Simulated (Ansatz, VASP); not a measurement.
**Two plane-wave programs on CdTe**

The input POSCAR:

```
CdTe
1.0
    0.0000000000      3.2143560138      3.2143560138
    3.2143560138      0.0000000000      3.2143560138
    3.2143560138      3.2143560138      0.0000000000
Cd Te
1 1
Direct
    0.0000000000      0.0000000000      0.0000000000
    0.2500000000      0.2500000000      0.2500000000
```

File INCAR.step1:

```
SYSTEM = CdTe
PREC = Accurate
ENCUT = 520
EDIFF = 1E-5
ISMEAR = 0
SIGMA = 0.01
LREAL = .FALSE.
LASPH = .TRUE.
NELM = 80
ALGO = Normal
ISIF = 2
LWAVE = .TRUE.
NBANDS = 16
GGA = PE
```

The input INCAR.step2:

```
SYSTEM = CdTe
PREC = Accurate
ENCUT = 520
EDIFF = 1E-6
ISMEAR = 0
SIGMA = 0.01
LREAL = .FALSE.
LASPH = .TRUE.
NELM = 80
ALGO = Normal
ISIF = 2
LWAVE = .FALSE.
LCHARG = .TRUE.
GGA = PE
LHFCALC = .TRUE.
HFSCREEN = 0.2079
PRECFOCK = Normal
LELF = .TRUE.
LVHAR = .TRUE.
NBANDS = 16
ISTART = 1
```

The input KPOINTS:

```
regular mesh
0
G
  4 4 4
  0 0 0
```

Input for Ansatz:

```yaml
crystal:
  lattice:
    - [0.0, 3.2143560138, 3.2143560138]
    - [3.2143560138, 0.0, 3.2143560138]
    - [3.2143560138, 3.2143560138, 0.0]
  atoms:
    - { symbol: Cd, position: [0.0, 0.0, 0.0] }
    - { symbol: Te, position: [0.25, 0.25, 0.25] }
kpoints:
  mp_grid: { grid: [4, 4, 4] }
  band_path:
    path:
      - [0.0, 0.0, 0.0]
      - [-0.5, -0.5, 0.0]
      - [-0.375, -0.375, 0.25]
      - [-0.375, 0.0, 0.375]
      - [0.0, 0.0, 0.5]
      - [-0.5, -0.25, 0.25]
    npoints: 1
hamiltonian:
  xc: hse06
scf:
  occupations: { method: fixed }
  n_extra_bands: 4
output:
  forces: true
  stress: true
  eigenvalues: true
```

Change from the starting cell: hydrostatic strain -2.0%.

Alike in both runs: task single point; functional HSE06; k mesh 4 × 4 × 4; no spin polarisation.

|  | VASP | Ansatz |
| --- | --- | --- |
| version | VASP 6.6.1 | Ansatz 0.2.0 |
| potentials or method | VASP PAW PBE potentials, release 64 (Cd, Te) | plane waves, PAW |
| plane-wave cutoff (eV) | 520 | 420 |
| occupations | gaussian, width 0.01 eV | fixed |
| valence electrons in the cell | 18 | 36 |

Ansatz gave:

```
gap on the k mesh at the Fermi level (eV) : 1.74
pressure (GPa)                            : 3.1
```

**Question.** What did VASP give for the same quantities?

**Answer.** gap on the k mesh at the Fermi level (eV): 1.65; pressure (GPa): 3.0.

VASP's potentials hold 18 valence electrons a cell and Ansatz's 36, so a difference there can come from the potentials and not from the codes. Ansatz's warnings: stress exchange threshold loose, stress scf threshold loose.

The k mesh is coarse, so the values compare programs but aren't converged. Neither program's run includes spin-orbit coupling.
